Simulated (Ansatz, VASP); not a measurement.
Two plane-wave programs on AlAs

The input INCAR:

```
  PREC = Accurate
  ENCUT = 500
  EDIFF = 1E-6
  ISMEAR = 0
  SIGMA = 0.01
  LREAL = F
  LASPH = T
  NELM = 120
  ALGO = Normal
  ISIF = 2
  LWAVE = F
  LCHARG = F
  GGA = PS
  NBANDS = 11
  GGA_COMPAT = F
```

KPOINTS

```
Automatic mesh
0
Gamma
  8 8 8
```

File POSCAR:

```
AlAs
1.0
    0.0000000000      2.8373160829      2.8373160829
    2.8373160829      0.0000000000      2.8373160829
    2.8373160829      2.8373160829      0.0000000000
Al As
1 1
Direct
    0.0000000000      0.0000000000      0.0000000000
    0.2500000000      0.2500000000      0.2500000000
```

Input for Ansatz:

```yaml
crystal:
  lattice:
    - [0.0, 2.8373160829, 2.8373160829]
    - [2.8373160829, 0.0, 2.8373160829]
    - [2.8373160829, 2.8373160829, 0.0]
  atoms:
    - { symbol: Al, position: [0.0, 0.0, 0.0] }
    - { symbol: As, position: [0.25, 0.25, 0.25] }
basis:
  ecutwfc: 600.0
kpoints:
  mp_grid: { grid: [8, 8, 8] }
  band_path:
    path:
      - [0.0, 0.0, 0.0]
      - [0.0, 0.0, 0.0]
      - [0.5, 0.5, 0.0]
      - [0.5, 0.5, 0.5]
      - [0.0054188746, 0.0054188746, 0.0]
      - [-0.0054188746, -0.0054188746, 0.0]
      - [0.0062571774, 0.0062571774, 0.0062571774]
      - [-0.0062571774, -0.0062571774, -0.0062571774]
      - [0.0054188746, 0.0054188746, 0.0]
      - [-0.0054188746, -0.0054188746, 0.0]
      - [0.5054188746, 0.5054188746, 0.0]
      - [0.4945811254, 0.4945811254, 0.0]
      - [0.5, 0.5054188746, 0.0054188746]
      - [0.5, 0.4945811254, -0.0054188746]
      - [0.5062571774, 0.5062571774, 0.5062571774]
      - [0.4937428226, 0.4937428226, 0.4937428226]
      - [0.4961682771, 0.5038317229, 0.5]
      - [0.5038317229, 0.4961682771, 0.5]
    npoints: 1
hamiltonian:
  xc: pbesol
scf:
  occupations: { method: fixed }
  n_extra_bands: 5
output:
  forces: true
  stress: true
  eigenvalues: true
```

Alike in both runs: task single point; functional PBEsol; k mesh 8 × 8 × 8; no spin polarisation.

|  | VASP | Ansatz |
| --- | --- | --- |
| version | VASP 6.6.1 | Ansatz 0.2.0 |
| potentials or method | VASP PAW PBE potentials, release 64 (Al, As), cutoff 500 eV | scalar-relativistic, plane waves, PAW |
| occupations | gaussian, width 0.01 eV | fixed |
| valence electrons in the cell | 8 | 18 |

```csv
,VASP,Ansatz,Ansatz less VASP
gap on the k mesh at the Fermi level (eV),1.33,1.34,+0.011
least direct gap on the mesh (eV),1.92,1.91,-0.017
pressure (GPa),0.3,0.0,-0.27
```

VASP's potentials were made for PBE, not for PBEsol. VASP's potentials hold 8 valence electrons a cell and Ansatz's 18, so a difference there can come from the potentials and not from the codes.
